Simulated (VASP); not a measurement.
# CdTe (I-4m2) in VASP: further runs

Runs on CdTe. Level: PBE. Tasks: single point.

All numbers are computed with VASP 6.6.1; they aren't measurements. Logs are shortened: lines on timing, memory, paths and dates and some standing lists are left out, and cuts for length are marked.

### 1 The cell of the first run

The structure is tetragonal, space group I-4m2 (No. 119). Conventional cell: a = 4.533 Å, b = 4.533 Å, c = 6.025 Å, α = 90.00°, β = 90.00°, γ = 90.00°. Cd (site symmetry -4m2) has 4 Te at 2.72 Å within 3.6 Å. Within 3.6 Å of Te (site symmetry -4m2) lie 4 Cd at 2.72 Å.

### 2 Single point, PBE (strain -0.0600 x Voigt [0, 0, 1, 0, 0, 0])

Input file INCAR:

```
SYSTEM = CdTe
PREC     = Accurate       ! precision mode
ENCUT    = 520            ! plane-wave cutoff, eV
EDIFF    = 1E-6           ! SCF threshold, eV
ISMEAR   = 0              ! smearing method
SIGMA    = 0.05           ! smearing width, eV
LREAL    = .FALSE.        ! projectors in reciprocal space
LASPH    = .TRUE.         ! aspherical terms in the spheres
NELM     = 100            ! most SCF steps
ALGO     = Normal         ! electronic algorithm
ISIF     = 2              ! what is computed and relaxed
LWAVE    = .FALSE.        ! write WAVECAR
LCHARG   = .TRUE.         ! write CHGCAR
GGA      = PE             ! functional
LELF     = .TRUE.         ! ELF
LVHAR    = .TRUE.       
NBANDS   = 16             ! bands
```

Input file KPOINTS:

```
Automatic mesh
0
G
  8 8 8
  0 0 0
```

Input file POSCAR:

```
CdTe
1.0
    0.0000000000      3.2050000000      3.0127000000
    3.2050000000      0.0000000000      3.0127000000
    3.2050000000      3.2050000000      0.0000000000
Cd Te
1 1
Direct
    0.0000000000      0.0000000000      0.0000000000
    0.7500000000      0.7500000000      0.7500000000
```

Potentials or basis: VASP PAW PBE potentials, release 64 (Cd, Te).

Started as:

```bash
cat potpaw_PBE.64/Cd/POTCAR potpaw_PBE.64/Te/POTCAR > POTCAR
mpirun -np 1 vasp_std > vasp.out
```

OUTCAR:

```text
SYSTEM = CdTe
   PREC = Accurate
   ENCUT = 520
   EDIFF = 1E-6
   ISMEAR = 0
   LREAL = .FALSE.
   LASPH = .TRUE.
   NELM = 100
   ISIF = 2
   GGA = PE

 ion  position               nearest neighbor table
   1  0.000  0.000  0.000-   2 2.72   2 2.72   2 2.72   2 2.72
   2  0.750  0.750  0.750-   1 2.72   1 2.72   1 2.72   1 2.72

  LATTYP: Found a body centered tetragonal cell.
 ALAT       =     4.5325544674
 C/A-ratio  =     1.3293607486

  Lattice vectors:

 A1 = (   0.0000000000,  -3.2050000000,  -3.0127000000)
 A2 = (   0.0000000000,   3.2050000000,  -3.0127000000)
 A3 = (   3.2050000000,   0.0000000000,   3.0127000000)

Analysis of symmetry for initial positions (statically):
=====================================================================
 Subroutine PRICEL returns:
 Original cell was already a primitive cell.

 Routine SETGRP: Setting up the symmetry group for a
 body centered tetragonal supercell.

 Subroutine GETGRP returns: Found  8 space group operations
 (whereof  8 operations were pure point group operations)
 out of a pool of 16 trial point group operations.

The static configuration has the point symmetry D_2d.

Analysis of symmetry for dynamics (positions and initial velocities):
=====================================================================
 Subroutine PRICEL returns:
 Original cell was already a primitive cell.

 Routine SETGRP: Setting up the symmetry group for a
 body centered tetragonal supercell.

 Subroutine GETGRP returns: Found  8 space group operations
 (whereof  8 operations were pure point group operations)
 out of a pool of 16 trial point group operations.

The dynamic configuration has the point symmetry D_2d.

 Subroutine INISYM returns: Found  8 space group operations
 (whereof  8 operations are pure point group operations),
 and found     1 'primitive' translations

----------------------------------------------------------------------------------------

                                     Primitive cell

  volume of cell :      61.8931

  direct lattice vectors                    reciprocal lattice vectors
     0.000000000  3.205000000  3.012700000    -0.156006240  0.156006240  0.165964085
     3.205000000  0.000000000  3.012700000     0.156006240 -0.156006240  0.165964085
     3.205000000  3.205000000  0.000000000     0.156006240  0.156006240 -0.165964085

  length of vectors
     4.398680062  4.398680062  4.532554467     0.276079647  0.276079647  0.276079647

  position of ions in fractional coordinates (direct lattice)
     0.000000000  0.000000000  0.000000000
     0.750000000  0.750000000  0.750000000

  ion indices of the primitive-cell ions
   primitive index   ion index
                 1           1
                 2           2

----------------------------------------------------------------------------------------

 KPOINTS: Automatic mesh

Automatic generation of k-mesh.
 Grid dimensions read from file:
 generate k-points for:    8    8    8

 Generating k-lattice:

  Cartesian coordinates                     Fractional coordinates (reciprocal lattice)
    -0.019500780  0.019500780  0.020745511     0.125000000  0.000000000  0.000000000
     0.019500780 -0.019500780  0.020745511     0.000000000  0.125000000  0.000000000
     0.019500780  0.019500780 -0.020745511    -0.000000000 -0.000000000  0.125000000

  Length of vectors
     0.034509956  0.034509956  0.034509956

  Shift w.r.t. Gamma in fractional coordinates (k-lattice)
     0.000000000  0.000000000  0.000000000

 Subroutine IBZKPT returns following result:
 ===========================================

 Found     59 irreducible k-points:

 Following reciprocal coordinates:
            Coordinates               Weight
  0.000000  0.000000  0.000000      1.000000
  0.125000  0.000000  0.000000      8.000000
  0.250000  0.000000  0.000000      8.000000
  0.375000 -0.000000  0.000000      8.000000
  0.500000  0.000000  0.000000      4.000000
  0.125000  0.125000  0.000000      2.000000
[... 16 lines left out ...]
  0.250000  0.000000  0.125000     16.000000
  0.375000 -0.000000  0.125000     16.000000
 [... further k-points ...]
   k-points           NKPTS =     59   k-points in BZ     NKDIM =     59   number of bands    NBANDS=     16
   number of dos      NEDOS =    301   number of ions     NIONS =      2
   total plane-waves  NPLWV =  46656
   dimension x,y,z NGX =    36 NGY =   36 NGZ =   36
   dimension x,y,z NGXF=    72 NGYF=   72 NGZF=   72
   ions per type =               1   1
   NGX,Y,Z   is equivalent  to a cutoff of  13.61, 13.61, 13.20 a.u.
   NGXF,Y,Z  is equivalent  to a cutoff of  27.21, 27.21, 26.41 a.u.
 SYSTEM =  CdTe
   PREC   = accura    normal or accurate (medium, high low for compatibility)
   ISTART =      0    job   : 0-new  1-cont  2-samecut
   ICHARG =      2    charge: 1-file 2-atom 10-const
   ISPIN  =      1    spin polarized calculation?
   LNONCOLLINEAR =      F non collinear calculations
   LSORBIT =      F    spin-orbit coupling
   LASPH  =      T    aspherical Exc in radial PAW
   ENCUT  =  520.0 eV  38.22 Ry    6.18 a.u.   8.18  8.18  8.43*2*pi/ulx,y,z
   NELM   =    100;   NELMIN=  2; NELMDL= -5     # of ELM steps
   EDIFF  = 0.1E-05   stopping-criterion for ELM
   LREAL  =      F    real-space projection
   EDIFFG = 0.1E-04   stopping-criterion for IOM
   NSW    =      0    number of steps for IOM
   IBRION =     -1    ionic relax: 0-MD 1-quasi-New 2-CG
   NFREE  =      0    steps in history (QN), initial steepest desc. (CG)
   ISIF   =      2    stress and relaxation
   ISYM   =      2    0-nonsym 1-usesym 2-fastsym
   POTIM  = 0.5000    time-step for ionic-motion
   TEBEG  =    0.0;   TEEND  =   0.0 temperature during run
   PSTRESS=    0.0 pullay stress
   NELECT =      18.0000    total number of electrons
   NUPDOWN=      -1.0000    fix difference up-down
   EMIN   =  10.00;   EMAX   =-10.00  energy-range for DOS
   EFERMI =   0.00;   METHOD = LEGACY
   ISMEAR =     0;   SIGMA  =   0.05  broadening in eV -4-tet -1-fermi 0-gaus
   EFERMI_NEDOS =   21; number of points for ismear=-14 and -15
   IALGO  =     38    algorithm
   IMIX   =      4    mixing-type and parameters
     AMIX     =   0.40;   BMIX     =  1.00
     AMIX_MAG =   1.60;   BMIX_MAG =  1.00
  volume/ion in A,a.u.               =      30.95       208.84
  Fermi-wavevector in a.u.,A,eV,Ry     =   1.084638  2.049670 16.006447  1.176441
  Thomas-Fermi vector in A             =   2.220733
   LORBIT       =      0    0 simple, 1 ext, 2 COOP (PROOUT), +10 PAW based schemes
   GGA     = PE    functional components
   LHFCALC =     F    Hartree Fock is set to
   AEXX    =    0.0000 exact exchange contribution
   IVDW    =     0    specifies the selected vdW correction
   LEPSILON=     F    determine dielectric tensor
   LRPA    =     F    only Hartree local field effects (RPA)
 non-spin polarized calculation
 Gauss-broadening in eV      SIGMA  =   0.05
  energy-cutoff  :      520.00
  volume of cell :       61.89
 maximum number of plane-waves:      1695
 NGX is ok and might be reduce to    36
   NGX = 17   NGY = 17   NGZ = 17

 number of electron      18.0000005 magnetization

 Free energy of the ion-electron system (eV)
  ---------------------------------------------------
  ext. energy  EPLUGINS =         0.00000000
  ---------------------------------------------------
  free energy    TOTEN  =        -4.56921448 eV

  energy without entropy =       -4.56921448  energy(sigma->0) =       -4.56921448

 E-fermi :   3.6341     XC(G=0):  -9.0177

 val. band max:        3.3886323915   @ k =   0.0000   0.0000   0.0000
 cond. band min:       4.3189450342   @ k =   0.0000   0.0000   0.0000
 fundamental gap:      0.9303126426
 Fermi energy:         3.6341473675

 k-point     1 :       0.0000    0.0000    0.0000
  band No.  band energies     occupation
      1      -8.4954      2.00000
      2      -5.4001      2.00000
      3      -5.4001      2.00000
      4      -5.3856      2.00000
      5      -5.0704      2.00000
      6      -5.0511      2.00000
[... 8 lines left out ...]
     15      12.3369      0.00000
     16      13.0696      0.00000

 k-point     2 :       0.1250    0.0000    0.0000
  band No.  band energies     occupation
      1      -8.4231      2.00000
      2      -5.3861      2.00000
      3      -5.3779      2.00000
      4      -5.3450      2.00000
      5      -5.0703      2.00000
      6      -5.0534      2.00000
[... 8 lines left out ...]
     15      11.6707      0.00000
     16      12.1585      0.00000

 k-point     3 :       0.2500    0.0000    0.0000
  band No.  band energies     occupation
      1      -8.2468      2.00000
      2      -5.3561      2.00000
      3      -5.3434      2.00000
      4      -5.1761      2.00000
      5      -5.0655      2.00000
      6      -5.0534      2.00000
[... 8 lines left out ...]
     15      11.6783      0.00000
     16      12.0884      0.00000

 k-point     4 :       0.3750   -0.0000    0.0000
  band No.  band energies     occupation
      1      -8.0715      2.00000
      2      -5.3327      2.00000
      3      -5.3142      2.00000
      4      -5.0610      2.00000
      5      -5.0523      2.00000
      6      -4.8488      2.00000
[... 8 lines left out ...]
     15      12.6519      0.00000
     16      12.7680      0.00000
[... 324 lines left out ...]
 k-point    22 :       0.1250    0.0000    0.1250
  band No.  band energies     occupation
      1      -8.4017      2.00000
      2      -5.3749      2.00000
      3      -5.3551      2.00000
      4      -5.3536      2.00000
      5      -5.0766      2.00000
      6      -5.0496      2.00000
[... 8 lines left out ...]
     15      11.9352      0.00000
     16      12.9229      0.00000

 k-point    23 :       0.2500    0.0000    0.1250
  band No.  band energies     occupation
      1      -8.2620      2.00000
      2      -5.3509      2.00000
      3      -5.3265      2.00000
      4      -5.2290      2.00000
      5      -5.0764      2.00000
      6      -5.0458      2.00000
[... 8 lines left out ...]
     15      12.4458      0.00000
     16      13.0389      0.00000

 k-point    24 :       0.3750   -0.0000    0.1250
  band No.  band energies     occupation
      1      -8.0868      2.00000
      2      -5.3279      2.00000
      3      -5.2960      2.00000
      4      -5.0917      2.00000
      5      -5.0506      2.00000
      6      -4.9185      2.00000
[... 8 lines left out ...]
     15      12.5114      0.00000
     16      13.2893      0.00000

 [... further k-points ...]

------------------------ aborting loop because EDIFF is reached ----------------------------------------

  FORCE on cell =-STRESS in cart. coord.  units (eV):
  Direction    XX          YY          ZZ          XY          YZ          ZX
  --------------------------------------------------------------------------------------
  -------------------------------------------------------------------------------------
  Total        3.1030026      3.1030026      3.2709976      0.0000000      0.0000000      0.0000000
  in kB       80.3250068     80.3250068     84.6737616      0.0000000      0.0000000      0.0000000
  external PRESSURE =      81.7745917 kB  Pullay stress =       0.0000000 kB

 VOLUME and BASIS-vectors are now :
 -----------------------------------------------------------------------------
  energy-cutoff  :      520.00
  volume of cell :       61.89
      direct lattice vectors                 reciprocal lattice vectors
     0.000000000  3.205000000  3.012700000    -0.156006240  0.156006240  0.165964085
     3.205000000  0.000000000  3.012700000     0.156006240 -0.156006240  0.165964085
     3.205000000  3.205000000  0.000000000     0.156006240  0.156006240 -0.165964085

 POSITION                                       TOTAL-FORCE (eV/Angst)
 -----------------------------------------------------------------------------------
      0.00000      0.00000      0.00000        -0.000000     -0.000000      0.000000
      4.80750      4.80750      4.51905         0.000000      0.000000      0.000000
 -----------------------------------------------------------------------------------
    total drift:                                0.000000      0.000000      0.000000

  FREE ENERGIE OF THE ION-ELECTRON SYSTEM (eV)
  ---------------------------------------------------
  free  energy   TOTEN  =        -4.5692144812 eV

  energy  without entropy=       -4.5692144812  energy(sigma->0) =       -4.56921448
```

Wall time 58 s (1 thread of AMD EPYC 7R13 (Zen 3), shared host); peak memory 0.21 GiB.

Results:

- Free energy: -4.5692 eV
- Pressure: 8.2 GPa
- Band gap on the k mesh: 0.93 eV, direct

Caveat: the cell differs from its parent crystal (strain -0.0600 x Voigt [0, 0, 1, 0, 0, 0]); spin-orbit coupling is left out, which moves the levels of the heavy elements.

### 3 Single point, PBE (strain -0.0300 x Voigt [0, 0, 1, 0, 0, 0])

Input file INCAR:

```
SYSTEM = CdTe
ALGO = Normal
EDIFF = 1E-7
ENCUT = 520
GGA = PE
ISIF = 2
ISMEAR = 0
LASPH = .True.
LCHARG = .True.
LELF = .True.
LREAL = .False.
LVHAR = .True.
LWAVE = .False.
NBANDS = 16
NELM = 60
PREC = Accurate
SIGMA = 0.05
```

Input file KPOINTS:

```
k-points
0
Gamma
  8 8 8
  0 0 0
```

Input file POSCAR:

```
CdTe
1.0
    0.0000000000      3.2050000000      3.1088500000
    3.2050000000      0.0000000000      3.1088500000
    3.2050000000      3.2050000000      0.0000000000
Cd Te
1 1
Direct
    0.0000000000      0.0000000000      0.0000000000
    0.7500000000      0.7500000000      0.7500000000
```

Potentials or basis: VASP PAW PBE potentials, release 64 (Cd, Te).

Started as:

```bash
cat potpaw_PBE.64/Cd/POTCAR potpaw_PBE.64/Te/POTCAR > POTCAR
mpirun -np 1 vasp_std > vasp.out
```

OUTCAR:

```text
SYSTEM = CdTe
   EDIFF = 1E-7
   ENCUT = 520
   GGA = PE
   ISIF = 2
   ISMEAR = 0
   LASPH = .True.
   LREAL = .False.
   NELM = 60
   PREC = Accurate

 ion  position               nearest neighbor table
   1  0.000  0.000  0.000-   2 2.75   2 2.75   2 2.75   2 2.75
   2  0.750  0.750  0.750-   1 2.75   1 2.75   1 2.75   1 2.75

  LATTYP: Found a body centered tetragonal cell.
 ALAT       =     4.5325544674
 C/A-ratio  =     1.3717871555

  Lattice vectors:

 A1 = (   0.0000000000,  -3.2050000000,  -3.1088500000)
 A2 = (   0.0000000000,   3.2050000000,  -3.1088500000)
 A3 = (   3.2050000000,   0.0000000000,   3.1088500000)

Analysis of symmetry for initial positions (statically):
=====================================================================
 Subroutine PRICEL returns:
 Original cell was already a primitive cell.

 Routine SETGRP: Setting up the symmetry group for a
 body centered tetragonal supercell.

 Subroutine GETGRP returns: Found  8 space group operations
 (whereof  8 operations were pure point group operations)
 out of a pool of 16 trial point group operations.

The static configuration has the point symmetry D_2d.

Analysis of symmetry for dynamics (positions and initial velocities):
=====================================================================
 Subroutine PRICEL returns:
 Original cell was already a primitive cell.

 Routine SETGRP: Setting up the symmetry group for a
 body centered tetragonal supercell.

 Subroutine GETGRP returns: Found  8 space group operations
 (whereof  8 operations were pure point group operations)
 out of a pool of 16 trial point group operations.

The dynamic configuration has the point symmetry D_2d.

 Subroutine INISYM returns: Found  8 space group operations
 (whereof  8 operations are pure point group operations),
 and found     1 'primitive' translations

----------------------------------------------------------------------------------------

                                     Primitive cell

[... 111 lines left out ...]
  volume/ion in A,a.u.               =      31.93       215.50
  Fermi-wavevector in a.u.,A,eV,Ry     =   1.073339  2.028317 15.674692  1.152057
  Thomas-Fermi vector in A             =   2.209136
   LORBIT       =      0    0 simple, 1 ext, 2 COOP (PROOUT), +10 PAW based schemes
   GGA     = PE    functional components
   LHFCALC =     F    Hartree Fock is set to
   AEXX    =    0.0000 exact exchange contribution
   IVDW    =     0    specifies the selected vdW correction
   LEPSILON=     F    determine dielectric tensor
   LRPA    =     F    only Hartree local field effects (RPA)
 non-spin polarized calculation
 Gauss-broadening in eV      SIGMA  =   0.05
  energy-cutoff  :      520.00
  volume of cell :       63.87
 maximum number of plane-waves:      1751
 NGX is ok and might be reduce to    36
   NGX = 17   NGY = 17   NGZ = 17

 number of electron      18.0000001 magnetization

 Free energy of the ion-electron system (eV)
  ---------------------------------------------------
  ext. energy  EPLUGINS =         0.00000000
  ---------------------------------------------------
  free energy    TOTEN  =        -4.66052683 eV

  energy without entropy =       -4.66052683  energy(sigma->0) =       -4.66052683

 E-fermi :   3.2538     XC(G=0):  -8.8705

 val. band max:        3.0149336465   @ k =   0.0000   0.0000   0.0000
 cond. band min:       3.9149106744   @ k =   0.0000   0.0000   0.0000
 fundamental gap:      0.8999770280
 Fermi energy:         3.2538419437

 k-point     1 :       0.0000    0.0000    0.0000
  band No.  band energies     occupation
      1      -8.6079      2.00000
      2      -5.5805      2.00000
      3      -5.5805      2.00000
      4      -5.5731      2.00000
      5      -5.2719      2.00000
      6      -5.2641      2.00000
[... 433 lines left out ...]
      3      -5.4907      2.00000
      4      -5.2967      2.00000
      5      -5.2555      2.00000
      6      -5.1219      2.00000
[... 8 lines left out ...]
     15      12.2009      0.00000
     16      12.8760      0.00000

 [... further k-points ...]

------------------------ aborting loop because EDIFF is reached ----------------------------------------

  FORCE on cell =-STRESS in cart. coord.  units (eV):
  Direction    XX          YY          ZZ          XY          YZ          ZX
  --------------------------------------------------------------------------------------
  -------------------------------------------------------------------------------------
  Total        2.4122253      2.4122253      2.5366652      0.0000000      0.0000000      0.0000000
  in kB       60.5121546     60.5121546     63.6338066      0.0000000      0.0000000      0.0000000
  external PRESSURE =      61.5527053 kB  Pullay stress =       0.0000000 kB

 VOLUME and BASIS-vectors are now :
 -----------------------------------------------------------------------------
  energy-cutoff  :      520.00
  volume of cell :       63.87
      direct lattice vectors                 reciprocal lattice vectors
     0.000000000  3.205000000  3.108850000    -0.156006240  0.156006240  0.160831176
     3.205000000  0.000000000  3.108850000     0.156006240 -0.156006240  0.160831176
     3.205000000  3.205000000  0.000000000     0.156006240  0.156006240 -0.160831176

 POSITION                                       TOTAL-FORCE (eV/Angst)
 -----------------------------------------------------------------------------------
      0.00000      0.00000      0.00000        -0.000000     -0.000000     -0.000000
      4.80750      4.80750      4.66327         0.000000      0.000000      0.000000
 -----------------------------------------------------------------------------------
    total drift:                                0.000000      0.000000      0.000001

  FREE ENERGIE OF THE ION-ELECTRON SYSTEM (eV)
  ---------------------------------------------------
  free  energy   TOTEN  =        -4.6605268332 eV

  energy  without entropy=       -4.6605268332  energy(sigma->0) =       -4.66052683
```

Run time: 71 s. Hardware: 1 thread of AMD EPYC 7R13 (Zen 3), shared host; peak memory 0.21 GiB.

Results:

* Free energy: -4.6605 eV
* Pressure: 6.2 GPa
* Band gap on the k mesh: 0.90 eV, direct

Stress tensor (GPa, compression positive):
```
6.05 0.00 0.00
0.00 6.05 0.00
0.00 0.00 6.36
```

Caveat: the cell differs from its parent crystal (strain -0.0300 x Voigt [0, 0, 1, 0, 0, 0]); spin-orbit coupling is left out, which moves the levels of the heavy elements.
